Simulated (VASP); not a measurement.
# Zr3SnSe (P4/mmm) in VASP: a series of runs

Runs on Zr3SnSe. Level: PBE. Tasks: single point.

All numbers are computed with VASP 6.6.1; they aren't measurements. Logs are shortened: lines on timing, memory, paths and dates and some standing lists are left out, and cuts for length are marked.

## 1. The cell of the first run

The structure is tetragonal, space group P4/mmm (No. 123). Conventional cell: a = 5.518 Å, b = 5.518 Å, c = 6.805 Å, α = 90.00°, β = 90.00°, γ = 90.00°. Within 4.5 Å of Zr (site symmetry 4/mmm) lie 2 Se at 3.40 Å and 8 Zr at 4.38 Å. Zr (site symmetry mmm) has 2 Sn at 2.76 Å and 2 Se at 2.76 Å within 3.6 Å. Sn (site symmetry 4/mmm) has 4 Zr at 2.76 Å within 3.6 Å. Se (site symmetry 4/mmm) has 6 Zr at 2.76 to 3.40 Å within 3.6 Å.

The cell was generated, and may not be a known phase.

## 2. Single point, PBE

INCAR

```
PREC     = Accurate       # precision mode
ENCUT    = 520            # plane-wave cutoff, eV
EDIFF    = 1E-7           # SCF threshold, eV
ISMEAR   = 0              # smearing method
SIGMA    = 0.1            # smearing width, eV
LREAL    = False          # projectors in reciprocal space
LASPH    = True           # aspherical terms in the spheres
NELM     = 60             # most SCF steps
ALGO     = Normal         # electronic algorithm
ISIF     = 2              # what is computed and relaxed
LWAVE    = False          # write WAVECAR
LCHARG   = False          # write CHGCAR
GGA      = PE             # functional
NBANDS   = 36             # bands
```

KPOINTS

```
regular mesh
0
Gamma
  4 4 4
```

POSCAR

```
Zr3SnSe
1.0
    5.5179146000      0.0000000000      0.0000000000
    0.0000000000      5.5179146000      0.0000000000
    0.0000000000      0.0000000000      6.8048690200
Zr Sn Se
3 1 1
Direct
    0.5000000000      0.5000000000      0.0000000000
    0.0000000000      0.5000000000      0.5000000000
    0.5000000000      0.0000000000      0.5000000000
    0.0000000000      0.0000000000      0.5000000000
    0.5000000000      0.5000000000      0.5000000000
```

Potentials or basis: VASP PAW PBE potentials, release 64 (Zr_sv, Sn_d, Se).

Started as:

```
cat potpaw_PBE.64/Zr_sv/POTCAR potpaw_PBE.64/Sn_d/POTCAR potpaw_PBE.64/Se/POTCAR > POTCAR
mpirun -np 1 vasp_std > vasp.out
```

OUTCAR:

```text
PREC = Accurate
   ENCUT = 520
   EDIFF = 1E-7
   ISMEAR = 0
   LREAL = False
   LASPH = True
   NELM = 60
   ISIF = 2
   GGA = PE

 ion  position               nearest neighbor table
   1  0.500  0.500  0.000-
   2  0.000  0.500  0.500-   4 2.76   5 2.76   4 2.76   5 2.76
   3  0.500  0.000  0.500-   4 2.76   5 2.76   5 2.76   4 2.76
   4  0.000  0.000  0.500-   2 2.76   3 2.76   2 2.76   3 2.76
   5  0.500  0.500  0.500-   2 2.76   3 2.76   3 2.76   2 2.76

  LATTYP: Found a simple tetragonal cell.
 ALAT       =     5.5179146000
 C/A-ratio  =     1.2332320294

  Lattice vectors:

 A1 = (   5.5179146000,   0.0000000000,   0.0000000000)
 A2 = (   0.0000000000,   5.5179146000,   0.0000000000)
 A3 = (   0.0000000000,   0.0000000000,   6.8048690200)

Analysis of symmetry for initial positions (statically):
=====================================================================
 Subroutine PRICEL returns:
 Original cell was already a primitive cell.

 Routine SETGRP: Setting up the symmetry group for a
 simple tetragonal supercell.

 Subroutine GETGRP returns: Found 16 space group operations
 (whereof 16 operations were pure point group operations)
 out of a pool of 16 trial point group operations.

The static configuration has the point symmetry D_4h.

Analysis of symmetry for dynamics (positions and initial velocities):
=====================================================================
 Subroutine PRICEL returns:
 Original cell was already a primitive cell.

 Routine SETGRP: Setting up the symmetry group for a
 simple tetragonal supercell.

 Subroutine GETGRP returns: Found 16 space group operations
 (whereof 16 operations were pure point group operations)
 out of a pool of 16 trial point group operations.

The dynamic configuration has the point symmetry D_4h.

 Subroutine INISYM returns: Found 16 space group operations
 (whereof 16 operations are pure point group operations),
 and found     1 'primitive' translations

----------------------------------------------------------------------------------------

                                     Primitive cell

  volume of cell :     207.1904

  direct lattice vectors                    reciprocal lattice vectors
     5.517914600  0.000000000  0.000000000     0.181227886  0.000000000  0.000000000
     0.000000000  5.517914600  0.000000000     0.000000000  0.181227886  0.000000000
     0.000000000  0.000000000  6.804869020     0.000000000  0.000000000  0.146953600

  length of vectors
     5.517914600  5.517914600  6.804869020     0.181227886  0.181227886  0.146953600

  position of ions in fractional coordinates (direct lattice)
     0.500000000  0.500000000  0.000000000
     0.000000000  0.500000000  0.500000000
     0.500000000  0.000000000  0.500000000
     0.000000000  0.000000000  0.500000000
     0.500000000  0.500000000  0.500000000

  ion indices of the primitive-cell ions
   primitive index   ion index
                 1           1
                 2           2
                 3           3
                 4           4
                 5           5

----------------------------------------------------------------------------------------

 KPOINTS: regular mesh

Automatic generation of k-mesh.
 Grid dimensions read from file:
 generate k-points for:    4    4    4

 Generating k-lattice:

  Cartesian coordinates                     Fractional coordinates (reciprocal lattice)
     0.045306972  0.000000000  0.000000000     0.250000000  0.000000000  0.000000000
     0.000000000  0.045306972  0.000000000     0.000000000  0.250000000  0.000000000
     0.000000000  0.000000000  0.036738400     0.000000000  0.000000000  0.250000000

  Length of vectors
     0.045306972  0.045306972  0.036738400

  Shift w.r.t. Gamma in fractional coordinates (k-lattice)
     0.000000000  0.000000000  0.000000000

 Subroutine IBZKPT returns following result:
 ===========================================

 Found     18 irreducible k-points:

 Following reciprocal coordinates:
            Coordinates               Weight
  0.000000  0.000000  0.000000      1.000000
  0.250000  0.000000  0.000000      4.000000
  0.500000  0.000000  0.000000      2.000000
  0.250000  0.250000  0.000000      4.000000
  0.500000  0.250000  0.000000      4.000000
  0.500000  0.500000  0.000000      1.000000
[... 10 lines left out ...]
  0.500000  0.250000  0.500000      4.000000
  0.500000  0.500000  0.500000      1.000000
   k-points           NKPTS =     18   k-points in BZ     NKDIM =     18   number of bands    NBANDS=     36
   number of dos      NEDOS =    301   number of ions     NIONS =      5
   total plane-waves  NPLWV =  95256
   dimension x,y,z NGX =    42 NGY =   42 NGZ =   54
   dimension x,y,z NGXF=    84 NGYF=   84 NGZF=  108
   ions per type =               3   1   1
   NGX,Y,Z   is equivalent  to a cutoff of  12.65, 12.65, 13.19 a.u.
   NGXF,Y,Z  is equivalent  to a cutoff of  25.31, 25.31, 26.38 a.u.
 SYSTEM =  unknown system
   PREC   = accura    normal or accurate (medium, high low for compatibility)
   ISTART =      0    job   : 0-new  1-cont  2-samecut
   ICHARG =      2    charge: 1-file 2-atom 10-const
   ISPIN  =      1    spin polarized calculation?
   LNONCOLLINEAR =      F non collinear calculations
   LSORBIT =      F    spin-orbit coupling
   LASPH  =      T    aspherical Exc in radial PAW
   ENCUT  =  520.0 eV  38.22 Ry    6.18 a.u.  10.26 10.26 12.65*2*pi/ulx,y,z
   NELM   =     60;   NELMIN=  2; NELMDL= -5     # of ELM steps
   EDIFF  = 0.1E-06   stopping-criterion for ELM
   LREAL  =      F    real-space projection
   EDIFFG = 0.1E-05   stopping-criterion for IOM
   NSW    =      0    number of steps for IOM
   IBRION =     -1    ionic relax: 0-MD 1-quasi-New 2-CG
   NFREE  =      0    steps in history (QN), initial steepest desc. (CG)
   ISIF   =      2    stress and relaxation
   ISYM   =      2    0-nonsym 1-usesym 2-fastsym
   POTIM  = 0.5000    time-step for ionic-motion
   TEBEG  =    0.0;   TEEND  =   0.0 temperature during run
   PSTRESS=    0.0 pullay stress
   NELECT =      56.0000    total number of electrons
   NUPDOWN=      -1.0000    fix difference up-down
   EMIN   =  10.00;   EMAX   =-10.00  energy-range for DOS
   EFERMI =   0.00;   METHOD = LEGACY
   ISMEAR =     0;   SIGMA  =   0.10  broadening in eV -4-tet -1-fermi 0-gaus
   EFERMI_NEDOS =   21; number of points for ismear=-14 and -15
   IALGO  =     38    algorithm
   IMIX   =      4    mixing-type and parameters
     AMIX     =   0.40;   BMIX     =  1.00
     AMIX_MAG =   1.60;   BMIX_MAG =  1.00
  volume/ion in A,a.u.               =      41.44       279.64
  Fermi-wavevector in a.u.,A,eV,Ry     =   1.058476  2.000229 15.243573  1.120371
  Thomas-Fermi vector in A             =   2.193787
   LORBIT       =      0    0 simple, 1 ext, 2 COOP (PROOUT), +10 PAW based schemes
   GGA     = PE    functional components
   LHFCALC =     F    Hartree Fock is set to
   AEXX    =    0.0000 exact exchange contribution
   IVDW    =     0    specifies the selected vdW correction
   LEPSILON=     F    determine dielectric tensor
   LRPA    =     F    only Hartree local field effects (RPA)
 non-spin polarized calculation
 Gauss-broadening in eV      SIGMA  =   0.10
  energy-cutoff  :      520.00
  volume of cell :      207.19
 maximum number of plane-waves:      5628
 NGX is ok and might be reduce to    42
   NGX = 21   NGY = 21   NGZ = 25

 number of electron      56.0000003 magnetization

 Free energy of the ion-electron system (eV)
  ---------------------------------------------------
  ext. energy  EPLUGINS =         0.00000000
  ---------------------------------------------------
  free energy    TOTEN  =       -28.69404075 eV

  energy without entropy =      -28.66347972  energy(sigma->0) =      -28.67876023

 E-fermi :   3.3589     XC(G=0):  -8.0035

 val. band max:        3.3438872103   @ k =   0.2500   0.2500   0.5000
 cond. band min:       3.3677176427   @ k =   0.2500   0.2500   0.5000
 fundamental gap:      0.0238304324
 Fermi energy:         3.3588716303

 k-point     1 :       0.0000    0.0000    0.0000
  band No.  band energies     occupation
      1     -47.2600      2.00000
      2     -46.4858      2.00000
      3     -46.4778      2.00000
      4     -25.2416      2.00000
      5     -25.2416      2.00000
      6     -25.1053      2.00000
[... 28 lines left out ...]
     35       4.1542      0.00000
     36       4.7467      0.00000

 k-point     2 :       0.2500    0.0000    0.0000
  band No.  band energies     occupation
      1     -47.2600      2.00000
      2     -46.4845      2.00000
      3     -46.4789      2.00000
      4     -25.2418      2.00000
      5     -25.2416      2.00000
      6     -25.1053      2.00000
[... 28 lines left out ...]
     35       4.6047      0.00000
     36       4.7006      0.00000

 k-point     3 :       0.5000    0.0000    0.0000
  band No.  band energies     occupation
      1     -47.2600      2.00000
      2     -46.4818      2.00000
      3     -46.4813      2.00000
      4     -25.2420      2.00000
      5     -25.2415      2.00000
      6     -25.1052      2.00000
[... 28 lines left out ...]
     35       4.7586      0.00000
     36       4.8944      0.00000

 k-point     4 :       0.2500    0.2500    0.0000
  band No.  band energies     occupation
      1     -47.2600      2.00000
      2     -46.4836      2.00000
      3     -46.4796      2.00000
      4     -25.2418      2.00000
      5     -25.2418      2.00000
      6     -25.1052      2.00000
[... 28 lines left out ...]
     35       4.6822      0.00000
     36       4.8256      0.00000

 k-point     5 :       0.5000    0.2500    0.0000
  band No.  band energies     occupation
      1     -47.2600      2.00000
      2     -46.4816      2.00000
      3     -46.4813      2.00000
      4     -25.2420      2.00000
      5     -25.2418      2.00000
      6     -25.1051      2.00000
[... 421 lines left out ...]
 k-point    16 :       0.2500    0.2500    0.5000
  band No.  band energies     occupation
      1     -47.2600      2.00000
      2     -46.4836      2.00000
      3     -46.4796      2.00000
      4     -25.2418      2.00000
      5     -25.2418      2.00000
      6     -25.1055      2.00000
[... 28 lines left out ...]
     35       4.5261      0.00000
     36       4.7111      0.00000

 k-point    17 :       0.5000    0.2500    0.5000
  band No.  band energies     occupation
      1     -47.2600      2.00000
      2     -46.4816      2.00000
      3     -46.4813      2.00000
      4     -25.2421      2.00000
      5     -25.2418      2.00000
      6     -25.1056      2.00000
[... 28 lines left out ...]
     35       4.7621      0.00000
     36       4.7738      0.00000

 k-point    18 :       0.5000    0.5000    0.5000
  band No.  band energies     occupation
      1     -47.2600      2.00000
      2     -46.4814      2.00000
      3     -46.4814      2.00000
      4     -25.2420      2.00000
      5     -25.2420      2.00000
      6     -25.1058      2.00000
[... 28 lines left out ...]
     35       4.8240      0.00000
     36       4.8337      0.00000

------------------------ aborting loop because EDIFF is reached ----------------------------------------

  FORCE on cell =-STRESS in cart. coord.  units (eV):
  Direction    XX          YY          ZZ          XY          YZ          ZX
  --------------------------------------------------------------------------------------
  -------------------------------------------------------------------------------------
  Total       -3.9374135     -3.9374135    -12.0332740      0.0000000     -0.0000000      0.0000000
  in kB      -30.4475176    -30.4475176    -93.0517767      0.0000000     -0.0000000      0.0000000
  external PRESSURE =     -51.3156040 kB  Pullay stress =       0.0000000 kB

 VOLUME and BASIS-vectors are now :
 -----------------------------------------------------------------------------
  energy-cutoff  :      520.00
  volume of cell :      207.19
      direct lattice vectors                 reciprocal lattice vectors
     5.517914600  0.000000000  0.000000000     0.181227886  0.000000000  0.000000000
     0.000000000  5.517914600  0.000000000     0.000000000  0.181227886  0.000000000
     0.000000000  0.000000000  6.804869020     0.000000000  0.000000000  0.146953600

 POSITION                                       TOTAL-FORCE (eV/Angst)
 -----------------------------------------------------------------------------------
      2.75896      2.75896      0.00000         0.000000      0.000000      0.000000
      0.00000      2.75896      3.40243         0.000000      0.000000      0.000000
      2.75896      0.00000      3.40243         0.000000      0.000000      0.000000
      0.00000      0.00000      3.40243         0.000000      0.000000      0.000000
      2.75896      2.75896      3.40243         0.000000      0.000000      0.000000
 -----------------------------------------------------------------------------------
    total drift:                                0.000000     -0.000000      0.000000

  FREE ENERGIE OF THE ION-ELECTRON SYSTEM (eV)
  ---------------------------------------------------
  free  energy   TOTEN  =       -28.6940407472 eV

  energy  without entropy=      -28.6634797188  energy(sigma->0) =      -28.67876023
```

Wall time 4.8 min (1 thread of Intel Xeon 8259CL, shared host); peak memory 0.37 GiB.

Results:

| Property | Result |
| --- | --- |
| Free energy | -28.6940 eV |
| Pressure | -5.1 GPa |
| Band gap on the k mesh | zero (bands 28 and 29 overlap by 0.51 eV) |

Stress tensor (GPa, compression positive):
```
-3.04  0.00  0.00
 0.00 -3.04  0.00
 0.00  0.00 -9.31
```

Levels at points of the mesh, in eV from the Fermi level:
```csv
k point,band 26,band 27,band 28,band 29,band 30,band 31
"(0.00, 0.00, 0.00)",-0.77,-0.34,-0.19,0.23,0.23,0.34
"(0.50, 0.00, 0.00)",-1.09,-0.51,-0.18,0.30,0.31,0.46
"(0.50, 0.50, 0.00)",-0.16,-0.16,-0.02,-0.02,0.04,0.29
"(0.00, 0.00, 0.50)",-0.40,-0.20,-0.02,0.24,0.24,0.53
"(0.50, 0.00, 0.50)",-0.34,-0.32,0.07,0.12,0.31,0.49
"(0.50, 0.50, 0.50)",-0.28,-0.28,0.45,0.53,0.58,0.80
```

Caveat: the stress differs along the axes, from -9 to -3 GPa; spin-orbit coupling is left out, which moves the levels of the heavy elements.

## 3. Single point, PBE

This run uses another cell than the first one, of 30.07 Å³/atom.

INCAR

```
PREC = Accurate
ENCUT = 520
EDIFF = 1E-6
ISMEAR = 0
SIGMA = 0.1
LREAL = F
LASPH = T
NELM = 80
ALGO = Normal
ISIF = 2
LWAVE = F
LCHARG = F
GGA = PE
NBANDS = 36
```

KPOINTS

```
Automatic mesh
0
Gamma
  4 4 4
```

Edit POSCAR of step 2 so:

```diff
@@ -2,5 +2,5 @@
 1.0
-    5.5179146000      0.0000000000      0.0000000000
-    0.0000000000      5.5179146000      0.0000000000
-    0.0000000000      0.0000000000      6.8048690200
+    5.5116187508      0.0000000000      0.0000000000
+    0.0000000000      5.5116187508      0.0000000000
+    0.0000000000      0.0000000000      4.9488416450
 Zr Sn Se
```

Potentials or basis: VASP PAW PBE potentials, release 64 (Zr_sv, Sn_d, Se).

Started as:

```
cat potpaw_PBE.64/Zr_sv/POTCAR potpaw_PBE.64/Sn_d/POTCAR potpaw_PBE.64/Se/POTCAR > POTCAR
mpirun -np 1 vasp_std > vasp.out
```

Wall time 2.5 min (1 thread of Intel Xeon 8259CL, shared host); peak memory 0.3 GiB.

Results (log left out):

```
Free energy            : -31.7665 eV
Pressure               : 0.0 GPa
Band gap on the k mesh : zero (bands 28 and 29 overlap by 0.82 eV)
```

Levels at points of the mesh, in eV from the Fermi level:
| k point | band 26 | band 27 | band 28 | band 29 | band 30 | band 31 |
| --- | --- | --- | --- | --- | --- | --- |
| (0.00, 0.00, 0.00) | -1.51 | -1.03 | -0.01 | -0.01 | 0.51 | 0.58 |
| (0.50, 0.00, 0.00) | -1.37 | -1.29 | -0.49 | 0.40 | 0.69 | 0.71 |
| (0.50, 0.50, 0.00) | -0.41 | -0.41 | -0.37 | -0.37 | 0.19 | 0.64 |
| (0.00, 0.00, 0.50) | -0.81 | 0.09 | 0.20 | 0.20 | 0.54 | 0.97 |
| (0.50, 0.00, 0.50) | -0.94 | -0.35 | -0.28 | 0.01 | 0.68 | 0.94 |
| (0.50, 0.50, 0.50) | -0.63 | -0.06 | 0.45 | 0.45 | 0.66 | 0.66 |

Caveat: spin-orbit coupling is left out, which moves the levels of the heavy elements.

The gap in the log of VASP goes by the Fermi energy; the results here count the filled bands.